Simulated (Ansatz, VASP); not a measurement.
## Al in VASP and in Ansatz

```
CELL_PARAMETERS angstrom
0.00000 1.99176 1.99176
1.99176 0.00000 1.99176
1.99176 1.99176 0.00000
ATOMIC_POSITIONS crystal
Al 0.00000 0.00000 0.00000
```

Alike in both runs: functional LDA; k mesh 28 × 28 × 28; occupations gaussian, width 0.2 eV; no spin polarisation.

Ansatz relaxed the structure, and its values are those at the end. VASP's run is a single point on that final structure, the one shown.

|  | VASP | Ansatz |
| --- | --- | --- |
| version | VASP 6.6.1 | Ansatz 0.2.0 |
| potentials or method | VASP PAW LDA potentials, release 64 (Al) | scalar-relativistic, plane waves, PAW |
| plane-wave cutoff (eV) | 520 | 420 |
| valence electrons in the cell | 3 | 3 |

Ansatz gave:

| Quantity | Value |
| --- | --- |
| pressure (GPa) | 0.0 |

**Question.** Estimate VASP's values.

**Answer.** Pressure (GPa): 0.1.

LDA's correlation is that of Perdew and Zunger in VASP and of Perdew and Wang (1992) in Ansatz.
